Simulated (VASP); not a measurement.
Wanted: the native input for a VASP 6.6.1 run.

* Task: single point
* Functional: PBE
* Potentials or basis: VASP PAW PBE potentials, release 64 (Pt)
* Cutoff: 520 eV
* k mesh: 11 × 11 × 11
* Occupations: fermi-dirac, width 0.1 eV
* Spin: no spin polarisation
* Dipole correction: no
* Further INCAR settings: ALGO = Normal; EDIFF = 1e-07; NBANDS = 17

The structure of Pt lies in POSCAR:

```
Pt
1.0
    0.0000000000      2.8898829689      2.8898829689
    2.8898829689      0.0000000000      2.8898829689
    2.8898829689      2.8898829689      0.0000000000
Pt
2
Direct
    0.1250000000      0.1250000000      0.1250000000
    0.8750000000      0.8750000000      0.8750000000
```

This isn't the form of Pt at room conditions, which is fcc.

The input as run:

INCAR

```
SYSTEM = Pt
ALGO = Normal ; EDIFF = 1E-7
ENCUT = 520 ; GGA = PE
ISIF = 2 ; ISMEAR = -1
LASPH = .True. ; LCHARG = .True.
LELF = .True. ; LREAL = .False.
LVHAR = .True. ; LWAVE = .False.
NBANDS = 17 ; NELM = 80
PREC = Accurate ; SIGMA = 0.1
```

KPOINTS

```
k-points
0
Gamma
  11 11 11
  0 0 0
```

Potentials or basis: VASP PAW PBE potentials, release 64 (Pt).

Run with:

```bash
$ cat potpaw_PBE.64/Pt/POTCAR > POTCAR
$ mpirun -np 1 vasp_std > vasp.out
```

It gave:

| Item | Value |
| --- | --- |
| Pressure | -0.3 GPa |
| Band gap on the k mesh | zero (bands 10 and 11 overlap by 0.59 eV) |

Caveat: spin-orbit coupling is left out, which moves the levels of the heavy elements.

Wall time 50 s on 1 thread of Intel Xeon 8259CL (shared host), peak memory 0.19 GiB.
